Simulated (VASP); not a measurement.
Here is a VASP 6.6.1 calculation.

INCAR

```
SYSTEM = CsEu
  ALGO = Normal
  EDIFF = 1E-6
  ENCUT = 520
  GGA = PE
  ISIF = 2
  ISMEAR = -1
  ISPIN = 2
  LASPH = .True.
  LCHARG = .True.
  LELF = .True.
  LMAXMIX = 6
  LORBIT = 11
  LREAL = .False.
  LVHAR = .True.
  LWAVE = .False.
  MAGMOM = 0 9.1
  NBANDS = 24
  NELM = 150
  PREC = Accurate
  SIGMA = 0.1
```

KPOINTS

```
k-points
0
Gamma
  8 8 4
  0 0 0
```

The input POSCAR:

```
CsEu
1.0
    4.3103501184      0.0000000000      0.0000000000
   -2.1551750592      3.7328725732      0.0000000000
    0.0000000000      0.0000000000      7.7322482157
Cs Eu
1 1
Direct
    0.0000000000      0.0000000000      0.5000000000
    0.6666666667      0.3333333333      0.0000000000
```

Potentials or basis: VASP PAW PBE potentials, release 64 (Cs_sv, Eu).

The run is started by

```bash
$ cat potpaw_PBE.64/Cs_sv/POTCAR potpaw_PBE.64/Eu/POTCAR > POTCAR
$ mpirun -np 1 vasp_std > vasp.out
```

Predict the site moments.

Cs +0.03; Eu +6.75 μB.

Estimate the pressure.

0.2 GPa.

What does it give for the net moment?

7.72 μB per cell.

Stress tensor (GPa, compression positive):
```
0.14 0.00 0.00
0.00 0.14 0.00
0.00 0.00 0.30
```

 The state reached can hang on the start; a lower one may exist.
